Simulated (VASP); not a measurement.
Ba:

```
Ba
1.0
     6.40528    0.00000    0.00000
    -3.20264    5.54714    0.00000
     0.00000    0.00000    5.47766
Ba
2
Cartesian
  0.0000 0.0000 1.4608
  0.0000 0.0000 4.0169
```

```yaml
Program: VASP 6.6.1
Task: relaxation of cell and atoms
Functional: PBE
Potentials_or_basis: VASP PAW PBE potentials, release 64 (Ba_sv)
Cutoff: 600 eV
k_mesh: 3 × 3 × 4
Occupations: gaussian, width 0.1 eV
Spin: no spin polarisation
```

At the start: pressure 5.8 GPa; volume 97.31 Å³/atom.

How do energy, volume and symmetry change on relaxing?

Over 21 steps the energy falls by 2423.4 meV/atom and the volume is 56.40 Å³/atom (-42.0 %); space group P6/mmm (No. 191, to 0.05 Å).

The path:
| step | energy change (eV) | largest force (eV/Å) | pressure (GPa) | volume (Å³) |
| --- | --- | --- | --- | --- |
| 1 | 0.0000 | 6.3804 | 5.85 | 194.63 |
| 2 | -3.0102 | 0.7537 | -1.11 | 287.20 |
| 3 | -3.0151 | 0.7593 | -0.91 | 288.05 |
| 4 | -3.4374 | 0.5389 | -1.23 | 257.39 |
| 5 | -4.4077 | 0.0917 | -1.27 | 170.99 |
| 6 | -4.4011 | 0.0003 | 0.06 | 132.29 |
| 7 | -4.5776 | 0.1067 | -0.90 | 155.63 |
| 8 | -4.6728 | 0.1690 | -0.43 | 150.12 |
| 9 | -4.6714 | 0.1815 | -0.54 | 152.60 |
| 10 | -4.7187 | 0.2397 | -0.36 | 143.04 |
| 11 | -4.7541 | 0.2689 | -0.09 | 130.71 |
| 12 | -4.8086 | 0.2153 | 0.46 | 107.59 |
| 13 | -4.8061 | 0.2008 | 0.49 | 108.06 |
| 14 | -4.8227 | 0.2020 | 0.44 | 107.88 |
| 15 | -4.8420 | 0.0872 | -0.06 | 114.73 |
| 16 | -4.8425 | 0.0728 | -0.13 | 115.82 |
| 17 | -4.8452 | 0.0498 | -0.02 | 114.36 |
| 18 | -4.8458 | 0.0411 | 0.00 | 113.65 |
| 19 | -4.8455 | 0.0219 | 0.08 | 112.23 |
| 20 | -4.8459 | 0.0343 | 0.01 | 113.19 |
| 21 | -4.8469 | 0.0198 | 0.04 | 112.79 |

Final structure:
```
Ba
1.0
     4.14754    0.00000    0.00000
    -2.07377    3.59187    0.00000
     0.00000    0.00000    7.57131
Ba
2
Direct
  0.00000 0.00000 0.24828
  0.00000 0.00000 0.75172
```

Caveat: the k points lie up to 0.58 Å⁻¹ apart in the final cell; the volume moved by over 15 % at a fixed basis, so the end points are rough.
